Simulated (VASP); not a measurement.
Runs of VASP 6.6.1 on Be. The structure is that of space group Im-3m (No. 229), or close to it. The cells are those of the table. This isn't the form of Be at room conditions, which is hcp.

```csv
cell,gap on the mesh (eV),pressure (GPa)
"a = 2.105 Å, angles 109.5°, 1 atom",none,(a)
"a = 2.236 Å, angles 109.5°, 1 atom",none,-10.7
"a = 2.171 Å, angles 108.3, 108.3, 111.9°, 1 atom",none,-1.3
"a = 2.171 Å, angles 110.7, 110.7, 107.0°, 1 atom",none,(b)
"a = 2.160 Å, angles 110.3, 110.3, 107.8°, 1 atom",none,0.3
```

Alike in all rows: task single point; level PBEsol; potentials or basis VASP PAW PBE potentials, release 64 (Be); no spin polarisation; k mesh 26 × 26 × 26; cutoff (eV) 520; smearing gaussian 0.15 eV.

Q: Estimate the missing entries.

A: (a) 11.1; (b) -1.4.

Caveats: the PAW data sets were made with another functional, which shifts forces and pressure a little; the cell stands under pressure (at least some runs); the cell stands under tension (at least some runs).

A gap of «none» marks levels without a gap at the run's occupations.
